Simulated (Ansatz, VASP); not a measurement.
Re in VASP and in Ansatz

```
CELL_PARAMETERS angstrom
-1.35006 1.35006 1.35006
1.35006 -1.35006 1.35006
1.35006 1.35006 -1.35006
ATOMIC_POSITIONS crystal
Re 0.00000 0.00000 0.00000
```

Change from the starting cell: volume scaled by 0.68, LAPW.

Alike in both runs: task single point; functional LDA; k mesh 19 × 19 × 19; occupations fermi-dirac, width 0.1 eV; no spin polarisation.

```csv
,VASP,Ansatz
version,VASP 6.6.1,Ansatz 0.2.0
potentials or method,"VASP PAW LDA potentials, release 64 (Re), cutoff 520 eV","all-electron LAPW, scalar-relativistic"
```

|  | VASP | Ansatz | Ansatz less VASP |
| --- | --- | --- | --- |
| pressure (GPa) | 361.2 | 346.4 | -14.86 |

LDA's correlation is that of Perdew and Zunger in VASP and of Perdew and Wang (1992) in Ansatz. Both programs put the cell under a high pressure, so it lies far from rest at this level. Ansatz ran all-electron here, and VASP with PAW potentials.

Neither program's run includes spin-orbit coupling. Noted on VASP's run: the cell as given lies far from equilibrium.
